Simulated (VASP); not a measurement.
Here is a VASP 6.6.1 calculation.

Contents of POSCAR:

```
Sr2SO
1.0
    4.0432370000      0.0000000000      0.0000000000
    0.0000000000      4.0432370000      0.0000000000
    0.0000000000      0.0000000000      5.7180000000
Sr S O
2 1 1
Direct
    0.5000000000      0.5000000000      0.5000000000
    0.0000000000      0.0000000000      0.0000000000
    0.0000000000      0.0000000000      0.5000000000
    0.5000000000      0.5000000000      0.0000000000
```

The input INCAR.step1:

```
PREC = Accurate
ENCUT = 520
EDIFF = 1E-5
ISMEAR = -1
SIGMA = 0.05
LREAL = False
LASPH = True
NELM = 100
ALGO = Normal
ISIF = 2
LWAVE = True
LCHARG = False
NBANDS = 24
GGA = PE
```

File INCAR.step2:

```
PREC = Accurate
ENCUT = 520
EDIFF = 1E-6
ISMEAR = -1
SIGMA = 0.05
LREAL = False
LASPH = True
NELM = 100
ALGO = Normal
ISIF = 2
LWAVE = False
LCHARG = False
GGA = PE
LHFCALC = True
AEXX = 0.2
HFSCREEN = 0.2
PRECFOCK = Normal
NBANDS = 24
ISTART = 1
```

KPOINTS

```
Automatic mesh
0
Gamma
  4 4 3
```

Potentials or basis: VASP PAW PBE potentials, release 64 (Sr_sv, S, O).

Command:

```sh
$ cat potpaw_PBE.64/Sr_sv/POTCAR potpaw_PBE.64/S/POTCAR potpaw_PBE.64/O/POTCAR > POTCAR
$ cp INCAR.step1 INCAR
$ mpirun -np 1 vasp_std > vasp.out
$ cp INCAR.step2 INCAR
$ mpirun -np 1 vasp_std > vasp.out
```

(1) Predict the pressure.

(2) What does it give for the band gap on the k mesh?

## Answers

(1) -0.8 GPa.

(2) 3.16 eV.

Caveat: the PAW data sets were made with another functional, which shifts forces and pressure a little.
